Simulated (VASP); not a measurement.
Here is a VASP 6.6.1 calculation.

Contents of INCAR:

```
ALGO = Normal
EDIFF = 1E-7
ENCUT = 520
GGA = CA
ISIF = 2
ISMEAR = 0
LASPH = True
LCHARG = False
LREAL = False
LWAVE = False
NBANDS = 22
NELM = 60
PREC = Accurate
SIGMA = 0.01
```

Contents of KPOINTS:

```
k-points
0
Gamma
  6 6 4
```

The input POSCAR:

```
NaF
1.0
    3.8680668589      0.0000000000      0.0000000000
   -1.9340334295      3.3498441634      0.0000000000
    0.0000000000      0.0000000000      4.5514117001
Na F
2 2
Direct
    0.3333333333      0.6666666667      0.2500000000
    0.6666666667      0.3333333333      0.7500000000
    0.6666666667      0.3333333333      0.2500000000
    0.3333333333      0.6666666667      0.7500000000
```

Potentials or basis: VASP PAW LDA potentials, release 64 (Na_pv, F).

The run is started by

```console
$ cat potpaw_LDA.64/Na_pv/POTCAR potpaw_LDA.64/F/POTCAR > POTCAR
$ mpirun -np 1 vasp_std > vasp.out
```

(1) What does it give for the band gap on the k mesh?

(2) Predict the pressure.

Results:

(1) 5.37 eV, direct.

(2) -2.6 GPa.
